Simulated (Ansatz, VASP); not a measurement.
**CoO in VASP and in Ansatz**

```
CELL_PARAMETERS angstrom
1.53675 0.88724 2.47351
-1.53675 0.88724 2.47351
0.00000 -1.77448 2.47351
ATOMIC_POSITIONS crystal
Co 0.00000 0.00000 0.00000
O 0.50000 0.50000 0.50000
```

Alike in both runs: functional PBE; k mesh 18 × 18 × 18; occupations gaussian, width 0.1 eV; collinear spin; Hubbard terms Co d U = 3.32 eV.

Ansatz relaxed the structure, and its values are those at the end. VASP's run is a single point on that final structure, the one shown.

```csv
,VASP,Ansatz
version,VASP 6.6.1,Ansatz 0.2.0
potentials or method,"VASP PAW PBE potentials, release 64 (Co, O), cutoff 520 eV","scalar-relativistic, plane waves, PAW"
valence electrons in the cell,15,23
```

Ansatz gave:

```
pressure (GPa)                                                : 0.0
net moment per atom (μB)                                      : 1.50
size of the moment on the site where the two differ most (μB) : 2.62
```

Estimate VASP's values.

pressure (GPa): -7.4; net moment per atom (μB): 1.50; size of the moment on the site where the two differ most (μB): 2.73.

Site moments also hang on the region over which each program counts them. The programs project onto different local orbitals, so the same U acts differently, and such runs can settle in different states. VASP's potentials hold 15 valence electrons a cell and Ansatz's 23, so a difference there can come from the potentials and not from the codes.
